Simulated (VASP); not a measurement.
Set up this calculation in VASP 6.6.1, as the native input.

* Task: single point
* Functional: PBE
* Potentials or basis: VASP PAW PBE potentials, release 64 (Ga_d, Sb)
* Cutoff: 520 eV
* k mesh: 16 × 16 × 16
* Occupations: gaussian, width 0.15 eV
* Spin: no spin polarisation
* Dipole correction: no
* Further INCAR settings: ALGO = Normal; EDIFF = 1e-06; NBANDS = 16

The structure of GaSb lies in POSCAR:

```
GaSb
1.0
   -2.7657340133      2.7657340133      1.5020500000
    2.7657340133     -2.7657340133      1.5020500000
    2.7657340133      2.7657340133     -1.5020500000
Ga Sb
1 1
Direct
    0.2500000000      0.7500000000      0.5000000000
    0.0000000000      0.0000000000      0.0000000000
```

One way to write it, as run:

INCAR

```
SYSTEM = GaSb
ALGO = Normal ; EDIFF = 1E-6
ENCUT = 520 ; GGA = PE
ISIF = 2 ; ISMEAR = 0
LASPH = .True. ; LCHARG = .False.
LREAL = .False. ; LWAVE = .False.
NBANDS = 16 ; NELM = 100
PREC = Accurate ; SIGMA = 0.15
```

KPOINTS

```
k-points
0
Gamma
  16 16 16
  0 0 0
```

Potentials or basis: VASP PAW PBE potentials, release 64 (Ga_d, Sb).

Launch:

```console
$ cat potpaw_PBE.64/Ga_d/POTCAR potpaw_PBE.64/Sb/POTCAR > POTCAR
$ mpirun -np 1 vasp_std > vasp.out
```

Results of the run:

| Quantity | Value |
| --- | --- |
| Pressure | 3.0 GPa |
| Band gap on the k mesh | zero (band 9 reaches 8.69 eV, above the bottom of band 10 at 4.13 eV) |

Caveat: spin-orbit coupling is left out, which moves the levels of the heavy elements.

Run time: 70 s on 1 thread of Intel(R) Xeon(R) 6975P-C (Granite Rapids), on a shared host, peak memory 0.39 GiB.
